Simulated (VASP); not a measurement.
Set up this calculation in VASP 6.6.1, as the native input.

- Task: single point
- Functional: HSE06
- Potentials or basis: VASP PAW PBE potentials, release 64 (Li_sv, H)
- Cutoff: 520 eV
- k mesh: 4 × 4 × 4
- Occupations: gaussian, width 0.01 eV
- Spin: no spin polarisation
- Dipole correction: no
- Grid for exact exchange (PRECFOCK): Normal
- Further INCAR settings: ALGO = Normal; EDIFF = 1e-06; NBANDS = 9
- Screening parameter: 0.2079 1/Å

The system is LiH.

```
Li H
1.0
     2.50166    0.00000    0.00000
     0.00000    2.50166    0.00000
     0.00000    0.00000    2.50166
Li H
1 1
Direct
  0.00000 0.00000 0.00000
  0.50000 0.50000 0.50000
```

The input as run:

POSCAR

```
LiH
1.0
    2.5016587112      0.0000000000      0.0000000000
    0.0000000000      2.5016587112      0.0000000000
    0.0000000000      0.0000000000      2.5016587112
Li H
1 1
Direct
    0.0000000000      0.0000000000      0.0000000000
    0.5000000000      0.5000000000      0.5000000000
```

INCAR.step1

```
SYSTEM = LiH
PREC = Accurate
ENCUT = 520
EDIFF = 1E-5
ISMEAR = 0
SIGMA = 0.01
LREAL = .FALSE.
LASPH = .TRUE.
NELM = 80
ALGO = Normal
ISIF = 2
LWAVE = .TRUE.
LCHARG = .FALSE.
GGA = PE
NBANDS = 9
```

INCAR.step2

```
SYSTEM = LiH
PREC = Accurate
ENCUT = 520
EDIFF = 1E-6
ISMEAR = 0
SIGMA = 0.01
LREAL = .FALSE.
LASPH = .TRUE.
NELM = 80
ALGO = Normal
ISIF = 2
LWAVE = .FALSE.
LCHARG = .FALSE.
GGA = PE
LHFCALC = .TRUE.
HFSCREEN = 0.2079
PRECFOCK = Normal
ISTART = 1
NBANDS = 9
```

KPOINTS

```
Automatic mesh
0
G
  4 4 4
  0 0 0
```

Potentials or basis: VASP PAW PBE potentials, release 64 (Li_sv, H).

Command:

```console
$ cat potpaw_PBE.64/Li_sv/POTCAR potpaw_PBE.64/H/POTCAR > POTCAR
$ cp INCAR.step1 INCAR
$ mpirun -np 1 vasp_std > vasp.out
$ cp INCAR.step2 INCAR
$ mpirun -np 1 vasp_std > vasp.out
```

Results of the run:

| Item | Value |
| --- | --- |
| Band gap on the k mesh | 1.46 eV, indirect (least direct gap 5.29 eV) |

Caveat: the k points lie up to 0.63 Å⁻¹ apart.

Wall time 7 s on 1 thread of Intel(R) Xeon(R) 6975P-C (Granite Rapids), on a shared host, peak memory 0.22 GiB.
